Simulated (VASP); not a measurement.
# Zn in VASP: notebook

The runs below take Zn through single point, with PBE.

Program: VASP 6.6.1. These are calculated values, not measurements. Logs are shortened: lines on timing, memory, paths and dates and some standing lists are left out, and cuts for length are marked.

### Step 1. The cell of the first run

The cell holds a slab with vacuum, 6 atoms: a = 2.636 Å, b = 5.093 Å, c = 21.326 Å, α = 90.00°, β = 90.00°, γ = 90.00°.

### Step 2. Single point, PBE

Input file INCAR:

```
ALGO = Normal
DIPOL = 0.5 0.5 0.500
EDIFF = 1E-6
ENCUT = 520
GGA = PE
IDIPOL = 3
ISIF = 2
ISMEAR = -1
LASPH = True
LCHARG = False
LDIPOL = True
LREAL = False
LWAVE = False
NBANDS = 45
NELM = 60
PREC = Accurate
SIGMA = 0.1
```

Input file KPOINTS:

```
k-points
0
Gamma
  14 7 1
```

Input file POSCAR:

```
Zn
1.0
    2.6358129023      0.0000000000      0.0000000000
    0.0000000000      5.0929172529      0.0000000000
    0.0000000000      0.0000000000     21.3263000000
Zn
6
Direct
    0.7500000000      0.7500000000      0.3861879559
    0.2500000000      0.2500000000      0.3858825422
    0.2500000000      0.7500000000      0.5001522250
    0.7500000000      0.2500000000      0.4998477720
    0.7500000000      0.7500000000      0.6141174587
    0.2500000000      0.2500000000      0.6138120462
```

Potentials or basis: VASP PAW PBE potentials, release 64 (Zn).

The run is started by

```console
$ cat potpaw_PBE.64/Zn/POTCAR > POTCAR
$ mpirun -np 1 vasp_std > vasp.out
```

OUTCAR:

```text
EDIFF = 1E-6
   ENCUT = 520
   GGA = PE
   ISIF = 2
   ISMEAR = -1
   LASPH = True
   LREAL = False
   NELM = 60
   PREC = Accurate

 ion  position               nearest neighbor table
   1  0.750  0.750  0.386-   3 2.76   3 2.76   2 2.87   2 2.87   2 2.87   2 2.87
   2  0.250  0.250  0.386-   4 2.76   4 2.76   1 2.87   1 2.87   1 2.87   1 2.87
   3  0.250  0.750  0.500-   1 2.76   1 2.76   5 2.76   5 2.76   4 2.87   4 2.87   4 2.87   4 2.87

   4  0.750  0.250  0.500-   6 2.76   6 2.76   2 2.76   2 2.76   3 2.87   3 2.87   3 2.87   3 2.87

   5  0.750  0.750  0.614-   3 2.76   3 2.76   6 2.87   6 2.87   6 2.87   6 2.87
   6  0.250  0.250  0.614-   4 2.76   4 2.76   5 2.87   5 2.87   5 2.87   5 2.87

  LATTYP: Found a simple orthorhombic cell.
 ALAT       =     2.6358129023
 B/A-ratio  =     1.9321998342
 C/A-ratio  =     8.0909764048

  Lattice vectors:

 A1 = (   2.6358129023,   0.0000000000,   0.0000000000)
 A2 = (   0.0000000000,   5.0929172529,   0.0000000000)
 A3 = (   0.0000000000,   0.0000000000,  21.3263000000)

Analysis of symmetry for initial positions (statically):
=====================================================================
 Subroutine PRICEL returns:
 Original cell was already a primitive cell.

 Routine SETGRP: Setting up the symmetry group for a
 simple orthorhombic supercell.

 Subroutine GETGRP returns: Found  8 space group operations
 (whereof  2 operations were pure point group operations)
 out of a pool of  8 trial point group operations.

The static configuration has the point symmetry S_2 .
 The point group associated with its full space group is D_2h.

Analysis of symmetry for dynamics (positions and initial velocities):
=====================================================================
 Subroutine PRICEL returns:
 Original cell was already a primitive cell.

 Routine SETGRP: Setting up the symmetry group for a
 simple orthorhombic supercell.

 Subroutine GETGRP returns: Found  8 space group operations
 (whereof  2 operations were pure point group operations)
 out of a pool of  8 trial point group operations.

The dynamic configuration has the point symmetry S_2 .
 The point group associated with its full space group is D_2h.

 Subroutine INISYM returns: Found  8 space group operations
 (whereof  2 operations are pure point group operations),
 and found     1 'primitive' translations

----------------------------------------------------------------------------------------

                                     Primitive cell

  volume of cell :     286.2838

  direct lattice vectors                    reciprocal lattice vectors
     2.635812902  0.000000000  0.000000000     0.379389599  0.000000000  0.000000000
     0.000000000  5.092917253  0.000000000     0.000000000  0.196351119  0.000000000
     0.000000000  0.000000000 21.326300000     0.000000000  0.000000000  0.046890459

  length of vectors
     2.635812902  5.092917253 21.326300000     0.379389599  0.196351119  0.046890459

  position of ions in fractional coordinates (direct lattice)
     0.750000000  0.750000000  0.386187956
     0.250000000  0.250000000  0.385882542
     0.250000000  0.750000000  0.500152225
     0.750000000  0.250000000  0.499847772
     0.750000000  0.750000000  0.614117459
     0.250000000  0.250000000  0.613812046

  ion indices of the primitive-cell ions
   primitive index   ion index
                 1           1
                 2           2
                 3           3
                 4           4
                 5           5
                 6           6

----------------------------------------------------------------------------------------

 KPOINTS: k-points

Automatic generation of k-mesh.
 Grid dimensions read from file:
 generate k-points for:   14    7    1

 Generating k-lattice:

  Cartesian coordinates                     Fractional coordinates (reciprocal lattice)
     0.027099257  0.000000000  0.000000000     0.071428571  0.000000000  0.000000000
     0.000000000  0.028050160  0.000000000     0.000000000  0.142857143  0.000000000
     0.000000000  0.000000000  0.046890459     0.000000000  0.000000000  1.000000000

  Length of vectors
     0.027099257  0.028050160  0.046890459

  Shift w.r.t. Gamma in fractional coordinates (k-lattice)
     0.000000000  0.000000000  0.000000000

 Subroutine IBZKPT returns following result:
 ===========================================

 Found     32 irreducible k-points:

 Following reciprocal coordinates:
            Coordinates               Weight
  0.000000  0.000000  0.000000      1.000000
  0.071429  0.000000  0.000000      2.000000
  0.142857  0.000000  0.000000      2.000000
  0.214286  0.000000  0.000000      2.000000
  0.285714  0.000000  0.000000      2.000000
  0.357143  0.000000  0.000000      2.000000
[... 16 lines left out ...]
  0.428571  0.285714  0.000000      4.000000
  0.500000  0.285714  0.000000      2.000000
 [... further k-points ...]
   k-points           NKPTS =     32   k-points in BZ     NKDIM =     32   number of bands    NBANDS=     45
   number of dos      NEDOS =    301   number of ions     NIONS =      6
   total plane-waves  NPLWV = 128000
   dimension x,y,z NGX =    20 NGY =   40 NGZ =  160
   dimension x,y,z NGXF=    40 NGYF=   80 NGZF=  320
   ions per type =               6
   NGX,Y,Z   is equivalent  to a cutoff of  12.61, 13.06, 12.47 a.u.
   NGXF,Y,Z  is equivalent  to a cutoff of  25.23, 26.11, 24.95 a.u.
 SYSTEM =  unknown system
   PREC   = accura    normal or accurate (medium, high low for compatibility)
   ISTART =      0    job   : 0-new  1-cont  2-samecut
   ICHARG =      2    charge: 1-file 2-atom 10-const
   ISPIN  =      1    spin polarized calculation?
   LNONCOLLINEAR =      F non collinear calculations
   LSORBIT =      F    spin-orbit coupling
   LASPH  =      T    aspherical Exc in radial PAW
   ENCUT  =  520.0 eV  38.22 Ry    6.18 a.u.   4.90  9.47 39.65*2*pi/ulx,y,z
   NELM   =     60;   NELMIN=  2; NELMDL= -5     # of ELM steps
   EDIFF  = 0.1E-05   stopping-criterion for ELM
   LREAL  =      F    real-space projection
   EDIFFG = 0.1E-04   stopping-criterion for IOM
   NSW    =      0    number of steps for IOM
   IBRION =     -1    ionic relax: 0-MD 1-quasi-New 2-CG
   NFREE  =      0    steps in history (QN), initial steepest desc. (CG)
   ISIF   =      2    stress and relaxation
   ISYM   =      2    0-nonsym 1-usesym 2-fastsym
   POTIM  = 0.5000    time-step for ionic-motion
   TEBEG  =    0.0;   TEEND  =   0.0 temperature during run
   PSTRESS=    0.0 pullay stress
   NELECT =      72.0000    total number of electrons
   NUPDOWN=      -1.0000    fix difference up-down
   EMIN   =  10.00;   EMAX   =-10.00  energy-range for DOS
   EFERMI =   0.00;   METHOD = LEGACY
   ISMEAR =    -1;   SIGMA  =   0.10  broadening in eV -4-tet -1-fermi 0-gaus
   EFERMI_NEDOS =   21; number of points for ismear=-14 and -15
   IALGO  =     38    algorithm
   IMIX   =      4    mixing-type and parameters
     AMIX     =   0.40;   BMIX     =  1.00
     AMIX_MAG =   1.60;   BMIX_MAG =  1.00
  volume/ion in A,a.u.               =      47.71       321.99
  Fermi-wavevector in a.u.,A,eV,Ry     =   1.033364  1.952775 14.528867  1.067842
  Thomas-Fermi vector in A             =   2.167607
   LORBIT       =      0    0 simple, 1 ext, 2 COOP (PROOUT), +10 PAW based schemes
   GGA     = PE    functional components
   LHFCALC =     F    Hartree Fock is set to
   AEXX    =    0.0000 exact exchange contribution
   IVDW    =     0    specifies the selected vdW correction
   LEPSILON=     F    determine dielectric tensor
   LRPA    =     F    only Hartree local field effects (RPA)
 non-spin polarized calculation
  energy-cutoff  :      520.00
  volume of cell :      286.28
 maximum number of plane-waves:      7763
 NGX is ok and might be reduce to    20
   NGX =  9   NGY = 19   NGZ = 79

 number of electron      71.9999965 magnetization

 dipolmoment           0.000000      0.000000      0.000000 electrons x Angstroem

 Free energy of the ion-electron system (eV)
  ---------------------------------------------------
  ext. energy  EPLUGINS =         0.00000000
  ---------------------------------------------------
  free energy    TOTEN  =        -5.71252652 eV

  energy without entropy =       -5.64349253  energy(sigma->0) =       -5.67800953

 E-fermi :  -2.0141     XC(G=0):  -4.6069

 val. band max:       -2.0675666378   @ k =   0.2143   0.1429   0.0000
 cond. band min:      -1.9646758023   @ k =   0.3571   0.1429   0.0000
 fundamental gap:      0.1028908355
 Fermi energy:        -2.0141493095

 k-point     1 :       0.0000    0.0000    0.0000
  band No.  band energies     occupation
      1     -11.0894      2.00000
      2     -10.0218      2.00000
      3      -9.9375      2.00000
      4      -9.9330      2.00000
      5      -9.8148      2.00000
      6      -9.7241      2.00000
[... 37 lines left out ...]
     44       2.2252      0.00000
     45       3.4873      0.00000

 k-point     2 :       0.0714    0.0000    0.0000
  band No.  band energies     occupation
      1     -10.9726      2.00000
      2      -9.9311      2.00000
      3      -9.8862      2.00000
      4      -9.8770      2.00000
      5      -9.7686      2.00000
      6      -9.6738      2.00000
[... 37 lines left out ...]
     44       2.3361      0.00000
     45       3.5990      0.00000

 k-point     3 :       0.1429    0.0000    0.0000
  band No.  band energies     occupation
      1     -10.6314      2.00000
      2      -9.7456      2.00000
      3      -9.7309      2.00000
      4      -9.6906      2.00000
      5      -9.6464      2.00000
      6      -9.6107      2.00000
[... 37 lines left out ...]
     44       2.6685      0.00000
     45       3.9336      0.00000

 k-point     4 :       0.2143    0.0000    0.0000
  band No.  band energies     occupation
      1     -10.1164      2.00000
      2      -9.5681      2.00000
      3      -9.5501      2.00000
      4      -9.5448      2.00000
      5      -9.5147      2.00000
      6      -9.4310      2.00000
[... 901 lines left out ...]
     44       3.2632      0.00000
     45       3.3971      0.00000

 k-point    23 :       0.4286    0.2857    0.0000
  band No.  band energies     occupation
      1      -9.6880      2.00000
      2      -9.6779      2.00000
      3      -9.6764      2.00000
      4      -9.6506      2.00000
      5      -9.5977      2.00000
      6      -9.5783      2.00000
[... 37 lines left out ...]
     44       3.5570      0.00000
     45       3.8189      0.00000

 k-point    24 :       0.5000    0.2857    0.0000
  band No.  band energies     occupation
      1      -9.7039      2.00000
      2      -9.7039      2.00000
      3      -9.6806      2.00000
      4      -9.6806      2.00000
      5      -9.6017      2.00000
      6      -9.6017      2.00000
[... 37 lines left out ...]
     44       3.0526      0.00000
     45       4.8938      0.00000

 [... further k-points ...]

------------------------ aborting loop because EDIFF is reached ----------------------------------------

 vacuum level on the upper side and lower side of the slab       (xc-potential included)        -0.118        -0.118

  FORCE on cell =-STRESS in cart. coord.  units (eV):
  Direction    XX          YY          ZZ          XY          YZ          ZX
  --------------------------------------------------------------------------------------
  -------------------------------------------------------------------------------------
  Total       -3.9226552     -4.8517869      0.1157035     -0.0000000      0.0000000      0.0000000
  in kB      -21.9530062    -27.1528601      0.6475306     -0.0000000      0.0000000      0.0000000
  external PRESSURE =     -16.1527786 kB  Pullay stress =       0.0000000 kB

 VOLUME and BASIS-vectors are now :
 -----------------------------------------------------------------------------
  energy-cutoff  :      520.00
  volume of cell :      286.28
      direct lattice vectors                 reciprocal lattice vectors
     2.635812902  0.000000000  0.000000000     0.379389599  0.000000000  0.000000000
     0.000000000  5.092917253  0.000000000     0.000000000  0.196351119  0.000000000
     0.000000000  0.000000000 21.326300000     0.000000000  0.000000000  0.046890459

 POSITION                                       TOTAL-FORCE (eV/Angst)
 -----------------------------------------------------------------------------------
      1.97686      3.81969      8.23596         0.000000      0.000000     -0.013957
      0.65895      1.27323      8.22945         0.000000     -0.000000     -0.009954
      0.65895      3.81969     10.66640         0.000000     -0.000000     -0.002843
      1.97686      1.27323     10.65990         0.000000      0.000000      0.002843
      1.97686      3.81969     13.09685         0.000000      0.000000      0.009954
      0.65895      1.27323     13.09034         0.000000      0.000000      0.013957
 -----------------------------------------------------------------------------------
    total drift:                               -0.000000     -0.000000      0.000029

  FREE ENERGIE OF THE ION-ELECTRON SYSTEM (eV)
  ---------------------------------------------------
  free  energy   TOTEN  =        -5.7125265239 eV

  energy  without entropy=       -5.6434925326  energy(sigma->0) =       -5.67800953

 vacuum level on the upper side and lower side of the slab         2.185         2.185
```

Wall time 4.7 min (1 thread of Intel Xeon 6975P-C (Granite Rapids), shared host); peak memory 0.51 GiB.

What came out:

```
Free energy            : -5.7125 eV
Largest force          : 0.014 eV/Å
Band gap on the k mesh : zero (band 36 reaches -0.96 eV, above the bottom of band 37 at -3.29 eV)
```

Forces in eV/Å, atoms in the order of the input:
```
Zn   0.000  0.000 -0.014
Zn   0.000  0.000 -0.010
Zn   0.000  0.000 -0.003
Zn   0.000  0.000  0.003
Zn   0.000  0.000  0.010
Zn   0.000  0.000  0.014
```

Levels at points of the mesh, in eV from the Fermi level:
| k point | band 33 | band 34 | band 35 | band 36 | band 37 | band 38 | band 39 | band 40 |
| --- | --- | --- | --- | --- | --- | --- | --- | --- |
| (0.00, 0.00, 0.00) | -4.31 | -2.53 | -2.45 | -1.46 | -1.28 | -0.88 | 1.05 | 1.34 |
| (0.50, 0.00, 0.00) | -1.46 | -1.46 | 0.69 | 0.69 | 2.53 | 2.53 | 3.90 | 3.90 |

### Step 3. Single point, PBE

Input file INCAR:

```
SYSTEM = Zn
  PREC = Accurate
  ENCUT = 520
  EDIFF = 1E-6
  ISMEAR = -1
  SIGMA = 0.1
  LREAL = .False.
  LASPH = .True.
  NELM = 80
  ALGO = Normal
  ISIF = 2
  LWAVE = .False.
  LCHARG = .False.
  LDIPOL = .True.
  IDIPOL = 3
  DIPOL = 0.5 0.5 0.500
  GGA = PE
  NBANDS = 45
```

Input file KPOINTS:

```
regular mesh
0
Gamma
  14 7 1
  0 0 0
```

POSCAR is that of step 2.

Potentials or basis: VASP PAW PBE potentials, release 64 (Zn).

The run is started by

```console
$ cat potpaw_PBE.64/Zn/POTCAR > POTCAR
$ mpirun -np 1 vasp_std > vasp.out
```

Run time: 4.6 min. Hardware: 1 thread of Intel Xeon 6975P-C (Granite Rapids), shared host; peak memory 0.51 GiB.

Results (log left out):

| Property | Result |
| --- | --- |
| Free energy | -5.7125 eV |
| Largest force | 0.014 eV/Å |
| Band gap on the k mesh | zero (band 36 reaches -0.96 eV, above the bottom of band 37 at -3.29 eV) |

Forces in eV/Å, atoms in the order of the input:
```
Zn   0.000  0.000 -0.014
Zn   0.000  0.000 -0.010
Zn   0.000  0.000 -0.003
Zn   0.000  0.000  0.003
Zn   0.000  0.000  0.010
Zn   0.000  0.000  0.014
```

Levels at points of the mesh, in eV from the Fermi level:
| k point | band 34 | band 35 | band 36 | band 37 | band 38 | band 39 |
| --- | --- | --- | --- | --- | --- | --- |
| (0.00, 0.00, 0.00) | -2.53 | -2.45 | -1.46 | -1.28 | -0.88 | 1.05 |
| (0.50, 0.00, 0.00) | -1.46 | 0.69 | 0.69 | 2.53 | 2.53 | 3.90 |
